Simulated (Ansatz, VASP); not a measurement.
**MgO: VASP beside Ansatz**

Contents of INCAR:

```
ALGO = Normal
EDIFF = 1E-6
ENCUT = 520
GGA = PS
ISIF = 2
ISMEAR = 0
LASPH = True
LCHARG = False
LREAL = False
LWAVE = False
NBANDS = 16
NELM = 80
PREC = Accurate
SIGMA = 0.05
```

Contents of KPOINTS:

```
k-points
0
Gamma
  9 9 6
```

POSCAR

```
MgO
1.0
    3.4365000000      0.0000000000      0.0000000000
   -1.7182500000      2.9760963001      0.0000000000
    0.0000000000      0.0000000000      4.3345000000
Mg O
2 2
Direct
    0.6666666667      0.3333333333      0.7500000000
    0.3333333333      0.6666666667      0.2500000000
    0.6666666667      0.3333333333      0.2500000000
    0.3333333333      0.6666666667      0.7500000000
```

Input for Ansatz:

```yaml
crystal:
  lattice:
    - [3.4365, 0.0, 0.0]
    - [-1.71825, 2.9760963001, 0.0]
    - [0.0, 0.0, 4.3345]
  atoms:
    - { symbol: Mg, position: [0.6666666667, 0.3333333333, 0.75] }
    - { symbol: Mg, position: [0.3333333333, 0.6666666667, 0.25] }
    - { symbol: O, position: [0.6666666667, 0.3333333333, 0.25] }
    - { symbol: O, position: [0.3333333333, 0.6666666667, 0.75] }
basis:
  ecutwfc: 520.0
kpoints:
  mp_grid: { grid: [9, 9, 6] }
hamiltonian:
  xc: pbesol
  pseudopotentials: { kind: paw, azcp: { folder: soft_1 } }
scf:
  occupations: { method: gaussian, width: 0.05 }
output:
  forces: true
  stress: true
  eigenvalues: true
```

Alike in both runs: task single point; functional PBEsol; k mesh 9 × 9 × 6; occupations gaussian, width 0.05 eV; no spin polarisation.

```csv
,VASP,Ansatz
version,VASP 6.6.1,Ansatz 0.2.0
potentials or method,"VASP PAW PBE potentials, release 64 (Mg, O), cutoff 520 eV","scalar-relativistic, plane waves, PAW"
valence electrons in the cell,16,32
```

VASP gave:

```
gap on the k mesh at the Fermi level (eV)                     : 3.21
least direct gap on the mesh (eV)                             : 3.21
pressure (GPa)                                                : 0.1
traceless stress, the component that is largest in VASP (GPa) : -5.38
```

**Question.** What did Ansatz give for the same quantities?

**Answer.** gap on the k mesh at the Fermi level (eV): 3.22; least direct gap on the mesh (eV): 3.22; pressure (GPa): 0.4; traceless stress, the component that is largest in VASP (GPa): -5.26.

VASP's potentials were made for PBE, not for PBEsol, and Ansatz warns of the same on its side. VASP's potentials hold 16 valence electrons a cell and Ansatz's 32, so a difference there can come from the potentials and not from the codes.
